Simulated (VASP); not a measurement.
Wanted: the native input for a VASP 6.6.1 run.

```yaml
Task: single point
Functional: PBEsol
Potentials_or_basis: VASP PAW PBE potentials, release 64 (Sn_d)
Cutoff: 480 eV
k_mesh: 30 × 30 × 30
Occupations: tetrahedron, width 0.1 eV
Spin: no spin polarisation
Tolerance_level: standard
Purpose: density of states
K_density: 11 × 11 × 11
Further_INCAR_settings: ALGO = Normal; EDIFF = 1e-06; NBANDS = 21
```

Crystal: Sn.

```
Sn
1.0
    -1.89465    1.89465    1.89465
     1.89465   -1.89465    1.89465
     1.89465    1.89465   -1.89465
Sn
1
Direct
  0.00000 0.00000 0.00000
```

This isn't the form of Sn at room conditions, which is tetragonal (white tin).

One way to write it, as run:

POSCAR

```
Sn
1.0
   -1.8946518192      1.8946518192      1.8946518192
    1.8946518192     -1.8946518192      1.8946518192
    1.8946518192      1.8946518192     -1.8946518192
Sn
1
Direct
    0.0000000000      0.0000000000      0.0000000000
```

INCAR.step1

```
GGA      = PS             # functional
ISMEAR   = 1              # smearing method
SIGMA    = 0.1            # smearing width, eV
LWAVE    = F              # write WAVECAR
LCHARG   = T              # write CHGCAR
NBANDS   = 21             # bands
PREC     = Accurate       # precision mode
LASPH    = T              # aspherical terms in the spheres
LREAL    = F              # projectors in reciprocal space
ALGO     = Normal         # electronic algorithm
EDIFF    = 1E-6           # SCF threshold, eV
NELM     = 120            # most SCF steps
GGA_COMPAT= F            
ENCUT    = 480            # plane-wave cutoff, eV
```

KPOINTS.step1

```
k-points
0
Gamma
  11 11 11
```

INCAR.step2

```
GGA      = PS             # functional
ISMEAR   = -5             # smearing method
LWAVE    = F              # write WAVECAR
LCHARG   = F              # write CHGCAR
NBANDS   = 21             # bands
PREC     = Accurate       # precision mode
LASPH    = T              # aspherical terms in the spheres
LREAL    = F              # projectors in reciprocal space
ALGO     = Normal         # electronic algorithm
EDIFF    = 1E-6           # SCF threshold, eV
NELM     = 120            # most SCF steps
GGA_COMPAT= F            
ENCUT    = 480            # plane-wave cutoff, eV
NEDOS    = 4001           # points of the DOS
LORBIT   = 11             # projections on sites
EMIN     = -9.0477      
EMAX     = 15.9523      
ICHARG   = 11             # starting density
```

KPOINTS.step2

```
Automatic mesh
0
Gamma
  30 30 30
  0 0 0
```

Potentials or basis: VASP PAW PBE potentials, release 64 (Sn_d).

Command:

```console
$ cat potpaw_PBE.64/Sn_d/POTCAR > POTCAR
$ cp INCAR.step1 INCAR
$ cp KPOINTS.step1 KPOINTS
$ mpirun -np 1 vasp_std > vasp.out
$ cp INCAR.step2 INCAR
$ cp KPOINTS.step2 KPOINTS
$ mpirun -np 1 vasp_std > vasp.out
```

It gave:

```yaml
Valence_electrons_inside_the_program's_atomic_spheres: Sn 12.15
Density_of_states_at_the_Fermi_level: 0.59 states/eV/atom
```

Caveat: spin-orbit coupling is left out, which moves the levels of the heavy elements.

It took 110 s on 1 thread of AMD EPYC 9R45 96-Core Processor (Zen 5) (shared host), peak memory 0.47 GiB.
